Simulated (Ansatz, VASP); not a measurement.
**One calculation of BP, two programs**

```
B P
1.0
     0.00000    2.28403    2.28403
     2.28403    0.00000    2.28403
     2.28403    2.28403    0.00000
B P
1 1
Cartesian
  0.0000 0.0000 0.0000
  1.1420 1.1420 1.1420
```

Alike in both runs: task single point; functional PBEsol; k mesh 6 × 6 × 6; no spin polarisation.

|  | VASP | Ansatz |
| --- | --- | --- |
| version | VASP 6.6.1 | Ansatz 0.2.0 |
| potentials or method | VASP PAW PBE potentials, release 64 (B, P), cutoff 520 eV | plane waves, PAW |
| occupations | gaussian, width 0.01 eV | fixed |
| valence electrons in the cell | 8 | 8 |

Ansatz gave:

```
pressure (GPa) : -4.9
```

**Question.** What did VASP give for the same quantities?

**Answer.** Pressure (GPa): -4.8.

VASP's potentials were made for PBE, not for PBEsol.
